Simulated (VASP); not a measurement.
Crystal: GaAs.

```
Ga As
1.0
     0.00000    2.83309    2.83309
     2.84725    0.00000    2.83309
     2.84725    2.83309    0.00000
Ga As
1 1
Direct
  0.00000 0.00000 0.00000
  0.25000 0.25000 0.25000
```

This cell differs from its parent crystal: uniaxial x strain +0.5%.

Base run:

| Item | Value |
| --- | --- |
| Program | VASP 6.6.1 |
| Functional | r2SCAN |
| Potentials or basis | VASP PAW PBE potentials, release 64 (Ga_d, As) |
| Cutoff | 520 eV |
| k mesh | 8 × 8 × 8 |
| Occupations | gaussian, width 0.01 eV |
| Spin | no spin polarisation |

Its results: band gap on the k mesh 0.89 eV, direct; pressure -0.2 GPa.

The run is repeated on the same cell with these changes: functional from r2SCAN to PBE; occupations from gaussian, width 0.01 eV to fermi-dirac, width 0.02 eV. What comes out?

Band gap on the k mesh 0.42 eV, direct; pressure 2.6 GPa.

Caveats: the PAW data sets were made with another functional, which shifts forces and pressure a little (some runs).

A k mesh can miss the band edges.
